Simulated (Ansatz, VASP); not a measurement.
**Sb in VASP and in Ansatz**

POSCAR

```
Sb
1.0
    3.0336000000      0.0000000000      0.0000000000
    0.0000000000      3.0336000000      0.0000000000
    0.0000000000      0.0000000000      3.4128000000
Sb
1
Direct
    0.0000000000      0.0000000000      0.0000000000
```

File INCAR.step1:

```
SYSTEM = Sb
PREC = Accurate
ENCUT = 520
ISMEAR = 0
SIGMA = 0.15
LREAL = .FALSE.
LASPH = .TRUE.
NELM = 60
NBANDS = 8
GGA = PE
ALGO = Normal
EDIFF = 1E-4
LWAVE = .TRUE.
LCHARG = .FALSE.
```

INCAR.step2

```
SYSTEM = Sb
PREC = Accurate
ENCUT = 520
EDIFF = 1E-6
ISMEAR = 0
SIGMA = 0.15
LREAL = .FALSE.
LASPH = .TRUE.
NELM = 60
ALGO = Normal
ISIF = 2
LWAVE = .FALSE.
LCHARG = .FALSE.
METAGGA = R2SCAN
LMIXTAU = .TRUE.
NBANDS = 8
ISTART = 1
```

The input KPOINTS:

```
Automatic mesh
0
G
  16 16 16
  0 0 0
```

Input for Ansatz:

```yaml
crystal:
  lattice:
    - [3.0336, 0.0, 0.0]
    - [0.0, 3.0336, 0.0]
    - [0.0, 0.0, 3.4128]
  atoms:
    - { symbol: Sb, position: [0.0, 0.0, 0.0] }
basis:
  ecutwfc: 500
kpoints:
  mp_grid: { grid: [16, 16, 16] }
hamiltonian:
  xc: r2scan
scf:
  occupations: { method: gaussian, width: 0.15 }
output:
  forces: true
  stress: true
  eigenvalues: true
```

Change from the starting cell: strain -0.040 along x and y, +0.080 along z, atoms carried along.

Alike in both runs: task single point; functional r2SCAN; k mesh 16 × 16 × 16; occupations gaussian, width 0.15 eV; no spin polarisation.

```csv
,VASP,Ansatz
version,VASP 6.6.1,Ansatz 0.2.0
potentials or method,"VASP PAW PBE potentials, release 64 (Sb), cutoff 520 eV","scalar-relativistic, plane waves, PAW"
valence electrons in the cell,5,15
```

```csv
,VASP,Ansatz,Ansatz less VASP
gap on the k mesh at the Fermi level (eV),none,none,-
pressure (GPa),-2.1,-2.1,-0.01
"traceless stress, the component that is largest in VASP (GPa)",-6.07,-6.03,+0.034
```

VASP's potentials were made for PBE, not for r2SCAN. A gap of «none» marks a metal or a gap that the smearing closes. With one functional, cell and mesh, what is left measures potentials, basis and numerics. VASP's potentials hold 5 valence electrons a cell and Ansatz's 15, so a difference there can come from the potentials and not from the codes.

Spin-orbit coupling is off throughout.
